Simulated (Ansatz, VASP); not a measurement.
# BN in VASP and in Ansatz

INCAR

```
SYSTEM = BN
PREC = Accurate ; ENCUT = 520
EDIFF = 1E-6 ; ISMEAR = 0
SIGMA = 0.05 ; LREAL = .FALSE.
LASPH = .TRUE. ; NELM = 100
ALGO = Normal ; ISIF = 2
LWAVE = .FALSE. ; LCHARG = .FALSE.
GGA = PE ; NBANDS = 16
```

File KPOINTS:

```
Automatic mesh
0
G
  6 6 6
  0 0 0
```

File POSCAR:

```
BN
1.0
    0.0000000000     -1.8123937734     -1.8848895243
   -1.8848895243      0.0000000000     -1.8848895243
    1.8848895243      1.8123937734     -3.7697790487
B N
2 2
Direct
   -0.0079968350      0.0356553883      0.0000000000
    0.5079968350      0.4643446117      0.5000000000
    0.3668163164      0.4114884879      0.8750000000
    0.8831836836      0.8385115121      0.3750000000
```

Input for Ansatz:

```yaml
crystal:
  lattice:
    - [0.0, -1.8123937734, -1.8848895243]
    - [-1.8848895243, 0.0, -1.8848895243]
    - [1.8848895243, 1.8123937734, -3.7697790487]
  atoms:
    - { symbol: B, position: [-0.007996835, 0.0356553883, 0.0] }
    - { symbol: B, position: [0.507996835, 0.4643446117, 0.5] }
    - { symbol: "N", position: [0.3668163164, 0.4114884879, 0.875] }
    - { symbol: "N", position: [0.8831836836, 0.8385115121, 0.375] }
basis:
  ecutwfc: 520.0
kpoints:
  mp_grid: { grid: [6, 6, 6] }
hamiltonian:
  xc: pbe
scf:
  occupations: { method: gaussian, width: 0.05 }
output:
  forces: true
  stress: true
  eigenvalues: true
```

Change from the starting cell: mode 4 frozen in at -0.085 Å, equal normal strain along x and y +0.0400.

Alike in both runs: task single point; functional PBE; k mesh 6 × 6 × 6; occupations gaussian, width 0.05 eV; no spin polarisation.

|  | VASP | Ansatz |
| --- | --- | --- |
| version | VASP 6.6.1 | Ansatz 0.2.0 |
| potentials or method | VASP PAW PBE potentials, release 64 (B, N), cutoff 520 eV | scalar-relativistic, plane waves, PAW |
| valence electrons in the cell | 16 | 16 |

```csv
,VASP,Ansatz,Ansatz less VASP
gap on the k mesh at the Fermi level (eV),3.69,3.70,+0.008
least direct gap on the mesh (eV),5.37,5.38,+0.010
pressure (GPa),-25.3,-25.3,-0.03
"traceless stress, the component that is largest in VASP (GPa)",15.28,15.27,-0.013
rms of the force components (eV/Å),0.536,0.536,0.0000
```

Atom by atom the forces differ by 0.000 eV/Å (rms over components).

The k mesh is coarse, so the values compare programs but aren't converged.
